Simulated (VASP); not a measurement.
# TiH2 (I4/mmm) in VASP: further runs, part 2 of 2

VASP 6.6.1.

## Step 3: Single point, r2SCAN

This run uses another cell than the first one, of 7.26 Å³/atom.

Contents of POSCAR:

```
TiH2
1.0
   -1.5969876700      1.5969876700      2.1364067800
    1.5969876700     -1.5969876700      2.1364067800
    1.5969876700      1.5969876700     -2.1364067800
Ti H
1 2
Direct
    0.0000000000      0.0000000000      0.0000000000
    0.7500000000      0.2500000000      0.5000000000
    0.2500000000      0.7500000000      0.5000000000
```

Contents of INCAR.step1:

```
ALGO     = Normal         # electronic algorithm
EDIFF    = 1E-4           # SCF threshold, eV
ENCUT    = 520            # plane-wave cutoff, eV
GGA      = PE             # functional
ISMEAR   = -1             # smearing method
LASPH    = T              # aspherical terms in the spheres
LCHARG   = F              # write CHGCAR
LREAL    = F              # projectors in reciprocal space
LWAVE    = T              # write WAVECAR
NBANDS   = 14             # bands
NELM     = 80             # most SCF steps
PREC     = Accurate       # precision mode
SIGMA    = 0.1            # smearing width, eV
```

Contents of INCAR.step2:

```
ALGO     = Normal         # electronic algorithm
EDIFF    = 1E-6           # SCF threshold, eV
ENCUT    = 520            # plane-wave cutoff, eV
ISIF     = 2              # what is computed and relaxed
ISMEAR   = -1             # smearing method
ISTART   = 1            
LASPH    = T              # aspherical terms in the spheres
LCHARG   = F              # write CHGCAR
LMIXTAU  = T            
LREAL    = F              # projectors in reciprocal space
LWAVE    = F              # write WAVECAR
METAGGA  = R2SCAN         # meta-GGA
NBANDS   = 14             # bands
NELM     = 80             # most SCF steps
PREC     = Accurate       # precision mode
SIGMA    = 0.1            # smearing width, eV
```

Contents of KPOINTS:

```
k-points
0
Gamma
  13 13 13
```

Potentials or basis: VASP PAW PBE potentials, release 64 (Ti_sv, H).

Started as:

```sh
$ cat potpaw_PBE.64/Ti_sv/POTCAR potpaw_PBE.64/H/POTCAR > POTCAR
$ cp INCAR.step1 INCAR
$ mpirun -np 1 vasp_std > vasp.out
$ cp INCAR.step2 INCAR
$ mpirun -np 1 vasp_std > vasp.out
```

OUTCAR:

```text
EDIFF = 1E-6
   ENCUT = 520
   ISIF = 2
   ISMEAR = -1
   ISTART = 1
   LASPH = T
   LREAL = F
   METAGGA = R2SCAN
   NELM = 80
   PREC = Accurate

 ion  position               nearest neighbor table
   1  0.000  0.000  0.000-
   2  0.750  0.250  0.500-
   3  0.250  0.750  0.500-

  LATTYP: Found a body centered tetragonal cell.
 ALAT       =     3.1939753400
 C/A-ratio  =     1.3377728708

  Lattice vectors:

 A1 = (  -1.5969876700,   1.5969876700,   2.1364067800)
 A2 = (   1.5969876700,  -1.5969876700,   2.1364067800)
 A3 = (   1.5969876700,   1.5969876700,  -2.1364067800)

Analysis of symmetry for initial positions (statically):
=====================================================================
 Subroutine PRICEL returns:
 Original cell was already a primitive cell.

 Routine SETGRP: Setting up the symmetry group for a
 body centered tetragonal supercell.

 Subroutine GETGRP returns: Found 16 space group operations
 (whereof 16 operations were pure point group operations)
 out of a pool of 16 trial point group operations.

The static configuration has the point symmetry D_4h.

Analysis of symmetry for dynamics (positions and initial velocities):
=====================================================================
 Subroutine PRICEL returns:
 Original cell was already a primitive cell.

 Routine SETGRP: Setting up the symmetry group for a
 body centered tetragonal supercell.

 Subroutine GETGRP returns: Found 16 space group operations
 (whereof 16 operations were pure point group operations)
 out of a pool of 16 trial point group operations.

The dynamic configuration has the point symmetry D_4h.

 Subroutine INISYM returns: Found 16 space group operations
 (whereof 16 operations are pure point group operations),
 and found     1 'primitive' translations

----------------------------------------------------------------------------------------

                                     Primitive cell

  volume of cell :      21.7945

  direct lattice vectors                    reciprocal lattice vectors
    -1.596987670  1.596987670  2.136406780     0.000000000  0.313089455  0.234037827
     1.596987670 -1.596987670  2.136406780     0.313089455  0.000000000  0.234037827
     1.596987670  1.596987670 -2.136406780     0.313089455  0.313089455  0.000000000

  length of vectors
     3.108853996  3.108853996  3.108853996     0.390894758  0.390894758  0.442775354

  position of ions in fractional coordinates (direct lattice)
     0.000000000  0.000000000  0.000000000
     0.750000000  0.250000000  0.500000000
     0.250000000  0.750000000  0.500000000

  ion indices of the primitive-cell ions
   primitive index   ion index
                 1           1
                 2           2
                 3           3

----------------------------------------------------------------------------------------

 KPOINTS: k-points

Automatic generation of k-mesh.
 Grid dimensions read from file:
 generate k-points for:   13   13   13

[... 25 lines left out ...]
  0.384615  0.000000  0.000000      8.000000
[... 16 lines left out ...]
  0.384615  0.153846  0.000000     16.000000
  0.461538  0.153846 -0.000000     16.000000
 [... further k-points ...]
   k-points           NKPTS =    196   k-points in BZ     NKDIM =    196   number of bands    NBANDS=     14
   number of dos      NEDOS =    301   number of ions     NIONS =      3
   total plane-waves  NPLWV =  13824
   dimension x,y,z NGX =    24 NGY =   24 NGZ =   24
   dimension x,y,z NGXF=    48 NGYF=   48 NGZF=   48
   ions per type =               1   2
   NGX,Y,Z   is equivalent  to a cutoff of  12.83, 12.83, 12.83 a.u.
   NGXF,Y,Z  is equivalent  to a cutoff of  25.67, 25.67, 25.67 a.u.
 SYSTEM =  unknown system
   PREC   = accura    normal or accurate (medium, high low for compatibility)
   ISTART =      1    job   : 0-new  1-cont  2-samecut
   ICHARG =      0    charge: 1-file 2-atom 10-const
   ISPIN  =      1    spin polarized calculation?
   LNONCOLLINEAR =      F non collinear calculations
   LSORBIT =      F    spin-orbit coupling
   LASPH  =      T    aspherical Exc in radial PAW
   ENCUT  =  520.0 eV  38.22 Ry    6.18 a.u.   5.78  5.78  5.78*2*pi/ulx,y,z
   NELM   =     80;   NELMIN=  2; NELMDL=  0     # of ELM steps
   EDIFF  = 0.1E-05   stopping-criterion for ELM
   LREAL  =      F    real-space projection
   EDIFFG = 0.1E-04   stopping-criterion for IOM
   NSW    =      0    number of steps for IOM
   IBRION =     -1    ionic relax: 0-MD 1-quasi-New 2-CG
   NFREE  =      0    steps in history (QN), initial steepest desc. (CG)
   ISIF   =      2    stress and relaxation
   ISYM   =      2    0-nonsym 1-usesym 2-fastsym
   POTIM  = 0.5000    time-step for ionic-motion
   TEBEG  =    0.0;   TEEND  =   0.0 temperature during run
   PSTRESS=    0.0 pullay stress
   NELECT =      14.0000    total number of electrons
   NUPDOWN=      -1.0000    fix difference up-down
   EMIN   =  10.00;   EMAX   =-10.00  energy-range for DOS
   EFERMI =   0.00;   METHOD = LEGACY
   ISMEAR =    -1;   SIGMA  =   0.10  broadening in eV -4-tet -1-fermi 0-gaus
   EFERMI_NEDOS =   21; number of points for ismear=-14 and -15
   IALGO  =     38    algorithm
   IMIX   =      4    mixing-type and parameters
     AMIX     =   0.40;   BMIX     =  1.00
     AMIX_MAG =   1.60;   BMIX_MAG =  1.00
  volume/ion in A,a.u.               =       7.26        49.03
  Fermi-wavevector in a.u.,A,eV,Ry     =   1.412543  2.669320 27.147420  1.995279
  Thomas-Fermi vector in A             =   2.534281
   LORBIT       =      0    0 simple, 1 ext, 2 COOP (PROOUT), +10 PAW based schemes
   METAGGA = R2SCAN    functional components
   LHFCALC =     F    Hartree Fock is set to
   AEXX    =    0.0000 exact exchange contribution
   IVDW    =     0    specifies the selected vdW correction
   LEPSILON=     F    determine dielectric tensor
   LRPA    =     F    only Hartree local field effects (RPA)
 non-spin polarized calculation
  energy-cutoff  :      520.00
  volume of cell :       21.79
 maximum number of plane-waves:       600
   NGX = 11   NGY = 11   NGZ = 11

 number of electron      14.0000000 magnetization

 Free energy of the ion-electron system (eV)
  ---------------------------------------------------
  ext. energy  EPLUGINS =         0.00000000
  ---------------------------------------------------
  free energy    TOTEN  =       -21.50815854 eV

  energy without entropy =      -21.46620244  energy(sigma->0) =      -21.48718049

 E-fermi :   7.8726     XC(G=0): -12.3261

 val. band max:        7.8720427382   @ k =   0.0000   0.0000   0.0000
 cond. band min:       7.8858024576   @ k =  -0.0769   0.3077   0.0769
 fundamental gap:      0.0137597194
 Fermi energy:         7.8725509613

 k-point     1 :       0.0000    0.0000    0.0000
  band No.  band energies     occupation
      1     -51.8665      2.00000
      2     -26.8990      2.00000
      3     -26.8990      2.00000
      4     -26.8882      2.00000
      5      -3.3270      2.00000
      6       7.5009      1.95251
      7       7.5009      1.95251
      8       7.8720      1.00254
      9       8.0565      0.27426
     10       9.1658      0.00000
     11       9.6284      0.00000
     12      22.5888      0.00000
     13      24.1308      0.00000
     14      24.1308      0.00000
[... 377 lines left out ...]
      1     -51.8037      2.00000
      2     -27.2656      2.00000
      3     -27.0136      2.00000
      4     -26.9497      2.00000
      5       0.4695      2.00000
      6       2.0401      2.00000
      7       6.9081      1.99987
      8       8.2404      0.04928
      9      10.1399      0.00000
     10      10.5405      0.00000
     11      12.6499      0.00000
     12      15.6388      0.00000
     13      18.0652      0.00000
     14      20.8753      0.00000

 [... further k-points ...]

------------------------ aborting loop because EDIFF is reached ----------------------------------------

  FORCE on cell =-STRESS in cart. coord.  units (eV):
  Direction    XX          YY          ZZ          XY          YZ          ZX
  --------------------------------------------------------------------------------------
  -------------------------------------------------------------------------------------
  Total       -0.3454426     -0.3454426     -0.3145610      0.0000000      0.0000000     -0.0000000
  in kB      -25.3944877    -25.3944877    -23.1242914      0.0000000      0.0000000     -0.0000000
  external PRESSURE =     -24.6377556 kB  Pullay stress =       0.0000000 kB

 VOLUME and BASIS-vectors are now :
 -----------------------------------------------------------------------------
  energy-cutoff  :      520.00
  volume of cell :       21.79
      direct lattice vectors                 reciprocal lattice vectors
    -1.596987670  1.596987670  2.136406780     0.000000000  0.313089455  0.234037827
     1.596987670 -1.596987670  2.136406780     0.313089455  0.000000000  0.234037827
     1.596987670  1.596987670 -2.136406780     0.313089455  0.313089455  0.000000000

 POSITION                                       TOTAL-FORCE (eV/Angst)
 -----------------------------------------------------------------------------------
      0.00000      0.00000      0.00000         0.000000     -0.000000     -0.000000
     -0.00000      1.59699      1.06820        -0.000000      0.000000     -0.000000
      1.59699     -0.00000      1.06820        -0.000000      0.000000      0.000000
 -----------------------------------------------------------------------------------
    total drift:                                0.000000      0.000000      0.000000

  FREE ENERGIE OF THE ION-ELECTRON SYSTEM (eV)
  ---------------------------------------------------
  free  energy   TOTEN  =       -21.5081585360 eV

  energy  without entropy=      -21.4662024421  energy(sigma->0) =      -21.48718049
```

Wall time 3.9 min (1 thread of Intel Xeon 8259CL, shared host); peak memory 0.19 GiB.

Results:

```
Free energy            : -21.5082 eV
Pressure               : -2.5 GPa
Band gap on the k mesh : zero (bands 7 and 8 overlap by 0.69 eV)
```

Levels at points of the mesh, in eV from the Fermi level:
| k point | band 5 | band 6 | band 7 | band 8 | band 9 | band 10 |
| --- | --- | --- | --- | --- | --- | --- |
| (0.00, 0.00, 0.00) | -11.20 | -0.37 | -0.37 | 0.00 | 0.18 | 1.29 |

Caveat: the PAW data sets were made with another functional, which shifts forces and pressure a little.

## Step 4: Single point, r2SCAN

This run uses another cell than the first one, of 7.41 Å³/atom.

Contents of POSCAR:

```
TiH2
1.0
   -1.6073580100      1.6073580100      2.1502799400
    1.6073580100     -1.6073580100      2.1502799400
    1.6073580100      1.6073580100     -2.1502799400
Ti H
1 2
Direct
    0.0000000000      0.0000000000      0.0000000000
    0.7500000000      0.2500000000      0.5000000000
    0.2500000000      0.7500000000      0.5000000000
```

Contents of INCAR.step1:

```
ALGO = Normal
EDIFF = 1E-4
ENCUT = 520
GGA = PE
ISMEAR = -1
LASPH = True
LCHARG = False
LREAL = False
LWAVE = True
NBANDS = 14
NELM = 100
PREC = Accurate
SIGMA = 0.1
```

Contents of INCAR.step2:

```
ALGO = Normal
EDIFF = 1E-6
ENCUT = 520
ISIF = 2
ISMEAR = -1
ISTART = 1
LASPH = True
LCHARG = True
LELF = True
LMIXTAU = True
LREAL = False
LVHAR = True
LWAVE = False
METAGGA = R2SCAN
NBANDS = 14
NELM = 100
PREC = Accurate
SIGMA = 0.1
```

KPOINTS is that of step 3.

Started as:

```sh
$ cat potpaw_PBE.64/Ti_sv/POTCAR potpaw_PBE.64/H/POTCAR > POTCAR
$ cp INCAR.step1 INCAR
$ mpirun -np 1 vasp_std > vasp.out
$ cp INCAR.step2 INCAR
$ mpirun -np 1 vasp_std > vasp.out
```

Run time: 4.4 min. Hardware: 1 thread of Intel Xeon 8259CL, shared host; peak memory 0.19 GiB.

The run converged. Its results:

- Free energy: -21.4988 eV
- Pressure: -5.0 GPa
- Band gap on the k mesh: zero (bands 7 and 8 overlap by 0.68 eV)

Stress tensor (GPa, compression positive):
```
-5.20  0.00  0.00
 0.00 -5.20  0.00
 0.00  0.00 -4.75
```

Levels at points of the mesh, in eV from the Fermi level:
| k point | band 4 | band 5 | band 6 | band 7 | band 8 | band 9 | band 10 | band 11 |
| --- | --- | --- | --- | --- | --- | --- | --- | --- |
| (0.00, 0.00, 0.00) | -34.80 | -11.09 | -0.36 | -0.36 | 0.00 | 0.16 | 1.26 | 1.71 |

Caveat: the cell stands under tension; the PAW data sets were made with another functional, which shifts forces and pressure a little.

## Step 5: Single point, r2SCAN

This run uses another cell than the first one, of 7.55 Å³/atom.

Contents of POSCAR:

```
TiH2
1.0
   -1.6175962400      1.6175962400      2.1639763600
    1.6175962400     -1.6175962400      2.1639763600
    1.6175962400      1.6175962400     -2.1639763600
Ti H
1 2
Direct
    0.0000000000      0.0000000000      0.0000000000
    0.7500000000      0.2500000000      0.5000000000
    0.2500000000      0.7500000000      0.5000000000
```

Contents of INCAR.step1:

```
  ALGO = Normal
  EDIFF = 1E-4
  ENCUT = 520
  GGA = PE
  ISMEAR = -1
  LASPH = T
  LCHARG = F
  LREAL = F
  LWAVE = T
  NBANDS = 14
  NELM = 60
  PREC = Accurate
  SIGMA = 0.1
```

Contents of INCAR.step2:

```
  ALGO = Normal
  EDIFF = 1E-6
  ENCUT = 520
  ISIF = 2
  ISMEAR = -1
  ISTART = 1
  LASPH = T
  LCHARG = F
  LMIXTAU = T
  LREAL = F
  LWAVE = F
  METAGGA = R2SCAN
  NBANDS = 14
  NELM = 60
  PREC = Accurate
  SIGMA = 0.1
```

KPOINTS is that of step 4.

Started as:

```sh
$ cat potpaw_PBE.64/Ti_sv/POTCAR potpaw_PBE.64/H/POTCAR > POTCAR
$ cp INCAR.step1 INCAR
$ mpirun -np 1 vasp_std > vasp.out
$ cp INCAR.step2 INCAR
$ mpirun -np 1 vasp_std > vasp.out
```

It took 3.4 min on 1 thread of Intel Xeon 8259CL, shared host; peak memory 0.19 GiB.

The run converged. Its results:

```yaml
Free_energy: -21.4829 eV
Pressure: -7.4 GPa
Band_gap_on_the_k_mesh: zero (bands 7 and 8 overlap by 0.67 eV)
```

Stress tensor (GPa, compression positive):
```
-7.60  0.00  0.00
 0.00 -7.60  0.00
 0.00  0.00 -6.96
```

Levels at points of the mesh, in eV from the Fermi level:
```
           k point  band 4  band 5  band 6  band 7  band 8  band 9  band 10  band 11
(0.00, 0.00, 0.00)  -34.85  -10.99   -0.36   -0.36    0.00    0.14     1.22     1.66
```

Caveat: the cell stands under tension; the PAW data sets were made with another functional, which shifts forces and pressure a little.

## Step 6: Relaxation of cell and atoms, r2SCAN

This run uses another cell than the first one, of 7.25 Å³/atom.

Contents of POSCAR:

```
TiH2
1.0
   -1.5965000000      1.5965000000      2.1335000000
    1.5965000000     -1.5965000000      2.1335000000
    1.5965000000      1.5965000000     -2.1335000000
Ti H
1 2
Direct
    0.0000000000      0.0000000000      0.0000000000
    0.7500000000      0.2500000000      0.5000000000
    0.2500000000      0.7500000000      0.5000000000
```

Contents of INCAR.step1:

```
SYSTEM = TiH2
PREC     = Accurate       ! precision mode
ENCUT    = 600            ! plane-wave cutoff, eV
ISMEAR   = -1             ! smearing method
SIGMA    = 0.1            ! smearing width, eV
LREAL    = .FALSE.        ! projectors in reciprocal space
LASPH    = .TRUE.         ! aspherical terms in the spheres
NELM     = 60             ! most SCF steps
GGA      = PE             ! functional
ALGO     = Normal         ! electronic algorithm
EDIFF    = 1E-4           ! SCF threshold, eV
LWAVE    = .TRUE.         ! write WAVECAR
LCHARG   = .FALSE.        ! write CHGCAR
```

Contents of INCAR.step2:

```
SYSTEM = TiH2
PREC     = Accurate       ! precision mode
ENCUT    = 600            ! plane-wave cutoff, eV
EDIFF    = 1E-6           ! SCF threshold, eV
ISMEAR   = -1             ! smearing method
SIGMA    = 0.1            ! smearing width, eV
LREAL    = .FALSE.        ! projectors in reciprocal space
LASPH    = .TRUE.         ! aspherical terms in the spheres
NELM     = 60             ! most SCF steps
ALGO     = Normal         ! electronic algorithm
ISIF     = 3              ! what is computed and relaxed
LWAVE    = .FALSE.        ! write WAVECAR
LCHARG   = .FALSE.        ! write CHGCAR
METAGGA  = R2SCAN         ! meta-GGA
LMIXTAU  = .TRUE.       
IBRION   = 2              ! ionic algorithm
NSW      = 80             ! ionic steps
EDIFFG   = -0.01          ! ionic threshold
ISTART   = 1
```

Contents of KPOINTS:

```
Automatic mesh
0
G
  10 10 10
  0 0 0
```

Potentials or basis: VASP PAW PBE potentials, release 64 (Ti_sv, H).

Started as:

```sh
$ cat potpaw_PBE.64/Ti_sv/POTCAR potpaw_PBE.64/H/POTCAR > POTCAR
$ cp INCAR.step1 INCAR
$ mpirun -np 1 vasp_std > vasp.out
$ cp INCAR.step2 INCAR
$ mpirun -np 1 vasp_std > vasp.out
```

It took 7.6 min on 1 thread of Intel Xeon 8259CL, shared host; peak memory 0.2 GiB.

The run converged. Its results:

```
Free energy                           : -21.5122 eV
Relaxed volume                        : 7.15 Å³/atom
Relaxed cell                          : a = 3.092 Å, b = 3.092 Å, c = 3.092 Å, α = 118.16°, β = 118.16°, γ = 93.22°
Space group after relaxing (to 0.1 Å) : I4/mmm (No. 139)
Energy gained by relaxing             : 0.7 meV/atom
Ionic steps                           : 2
Pressure after relaxing               : -0.1 GPa
Band gap on the k mesh                : zero (bands 7 and 8 overlap by 0.49 eV)
```

The path:
```tsv
step	energy change (eV)	largest force (eV/Å)	pressure (GPa)	volume (Å³)
1	0.0000	0.0000	-2.13	21.75
2	-0.0021	0.0000	-0.12	21.45
```

Final structure:
```yaml
crystal:
  lattice:
    - [-1.58884, 1.58884, 2.12417]
    - [1.58884, -1.58884, 2.12417]
    - [1.58884, 1.58884, -2.12417]
  atoms:
    - { symbol: Ti, position: [0.00000, 0.00000, 0.00000] }
    - { symbol: H, position: [0.75000, 0.25000, 0.50000] }
    - { symbol: H, position: [0.25000, 0.75000, 0.50000] }
```

Levels at points of the mesh, in eV from the Fermi level:
| k point | band 3 | band 4 | band 5 | band 6 | band 7 | band 8 | band 9 | band 10 | band 11 |
| --- | --- | --- | --- | --- | --- | --- | --- | --- | --- |
| (0.00, 0.00, 0.00) | -34.73 | -34.72 | -11.28 | -0.38 | -0.38 | 0.00 | 0.21 | 1.32 | 1.80 |
| (0.50, 0.00, 0.00) | -34.80 | -34.76 | -7.87 | -5.74 | -0.40 | 0.11 | 2.34 | 2.48 | 5.04 |
| (0.50, 0.50, 0.00) | -34.87 | -34.84 | -6.28 | -6.05 | -3.26 | 2.42 | 2.49 | 2.67 | 7.16 |
| (0.50, 0.50, 0.50) | -34.90 | -34.90 | -6.77 | -5.26 | -3.14 | 2.44 | 2.54 | 2.54 | 7.44 |

Caveat: the PAW data sets were made with another functional, which shifts forces and pressure a little.

## Step 7: Summary

```tsv
task	cell	k mesh	cutoff (eV)	gap on the mesh (eV)	pressure (GPa)
single point	a = 3.088 Å, angles 118.2, 118.2, 93.2°, 3 atoms	13 × 13 × 13	520	none	0.4
single point	a = 3.109 Å, angles 118.2, 118.2, 93.2°, 3 atoms	13 × 13 × 13	520	none	-2.5
single point	a = 3.129 Å, angles 118.2, 118.2, 93.2°, 3 atoms	13 × 13 × 13	520	none	-5.0
single point	a = 3.149 Å, angles 118.2, 118.2, 93.2°, 3 atoms	13 × 13 × 13	520	none	-7.4
relaxation of cell and atoms	relaxed from a = 3.106 Å, angles 118.1, 118.1, 93.2°, 3 atoms	10 × 10 × 10	600	none	-0.1
```

Alike in all rows: level r2SCAN; potentials or basis VASP PAW PBE potentials, release 64 (Ti_sv, H); no spin polarisation; smearing fermi-dirac 0.1 eV.

Caveats: the PAW data sets were made with another functional, which shifts forces and pressure a little; the cell stands under tension (at least some runs).

Total energies depend on the potentials used, so only differences within one code and one set of settings carry meaning.
